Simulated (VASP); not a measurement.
Write the native input for VASP 6.6.1 that does the following.

```
Task                   : single point
Functional             : LDA
Potentials or basis    : VASP PAW LDA potentials, release 64 (V_sv, Os)
Cutoff                 : 520 eV
k mesh                 : 11 × 11 × 11
Occupations            : fermi-dirac, width 0.1 eV
Spin                   : collinear spin, ferromagnetic start
Starting moments       : [0.66, 0.02] μB
Fixed moment           : 0.7 μB
Dipole correction      : no
Further INCAR settings : ALGO = Normal; EDIFF = 1e-06; NBANDS = 22
```

The structure of VOs lies in POSCAR:

```
VOs
1.0
    3.0165740000      0.0000000000      0.0000000000
    0.0000000000      3.0165740000      0.0000000000
    0.0000000000      0.0000000000      3.0165740000
V Os
1 1
Direct
    0.0000000000      0.0000000000      0.0000000000
    0.5000000000      0.5000000000      0.5000000000
```

One way to write it, as run:

INCAR

```
  PREC = Accurate
  ENCUT = 520
  EDIFF = 1E-6
  ISMEAR = -1
  SIGMA = 0.1
  LREAL = False
  LASPH = True
  NELM = 150
  ALGO = Normal
  ISIF = 2
  LWAVE = False
  LCHARG = False
  ISPIN = 2
  MAGMOM = 0.66 0.02
  LORBIT = 11
  NUPDOWN = 0.7
  LMAXMIX = 4
  NBANDS = 22
```

KPOINTS

```
regular mesh
0
Gamma
  11 11 11
```

Potentials or basis: VASP PAW LDA potentials, release 64 (V_sv, Os).

The run is started by

```bash
$ cat potpaw_LDA.64/V_sv/POTCAR potpaw_LDA.64/Os/POTCAR > POTCAR
$ mpirun -np 1 vasp_std > vasp.out
```

Results of the run:

| Quantity | Value |
| --- | --- |
| Pressure | -12.5 GPa |
| Net moment | 0.70 μB per cell |
| Site moments | V +0.61; Os +0.03 μB |
| Valence electrons inside the program's atomic spheres | V 11.66; Os 7.55 |

Caveat: the total moment is fixed, so each spin has its own Fermi level.

Wall time 20 s on 1 thread of Intel(R) Xeon(R) 6975P-C (Granite Rapids) (shared host), peak memory 0.17 GiB.
